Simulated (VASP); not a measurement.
Set up this calculation in VASP 6.6.1, as the native input.

```
Task                   : single point
Functional             : PBE
Potentials or basis    : VASP PAW PBE potentials, release 64 (Si, Cl)
Cutoff                 : 520 eV
k mesh                 : 4 × 4 × 4
Occupations            : gaussian, width 0.1 eV
Spin                   : no spin polarisation
Dipole correction      : no
Further INCAR settings : ALGO = Normal; EDIFF = 1e-06; NBANDS = 20
```

The structure of Si4Cl lies in POSCAR:

```
Si4Cl
1.0
    3.4645666088      0.0000000000      0.0000000000
    0.0000000000      3.4645666088      0.0000000000
    0.0000000000      0.0000000000      9.6686568633
Si Cl
4 1
Direct
    0.5000000000      0.5000000000      0.5000000000
    0.5000000000      0.5000000000      0.0000000000
    0.5000000000      0.5000000000      0.7317517747
    0.5000000000      0.5000000000      0.2682482253
    0.0000000000      0.0000000000      0.0000000000
```

The cell was built from a structure type or drawn by symmetry, and may not be a known phase.

One way to write it, as run:

INCAR

```
SYSTEM = Si4Cl
ALGO = Normal
EDIFF = 1E-6
ENCUT = 520
GGA = PE
ISIF = 2
ISMEAR = 0
LASPH = .TRUE.
LCHARG = .FALSE.
LREAL = .FALSE.
LWAVE = .FALSE.
NBANDS = 20
NELM = 80
PREC = Accurate
SIGMA = 0.1
```

KPOINTS

```
k-points
0
G
  4 4 4
  0 0 0
```

Potentials or basis: VASP PAW PBE potentials, release 64 (Si, Cl).

The run is started by

```bash
$ cat potpaw_PBE.64/Si/POTCAR potpaw_PBE.64/Cl/POTCAR > POTCAR
$ mpirun -np 1 vasp_std > vasp.out
```

Results of the run:

- Pressure: 0.0 GPa
- Largest force: 0.027 eV/Å
- Band gap on the k mesh: zero (an odd number of electrons rules out a gap without spin polarisation)

Caveat: the k points lie up to 0.45 Å⁻¹ apart, too coarse for converged energies and pressures of a metal; an odd number of electrons without spin polarisation forces a metal; a magnetic or distorted state may lie lower.

Run time: 58 s on 1 thread of Intel Xeon 8259CL, on a shared host, peak memory 0.23 GiB.
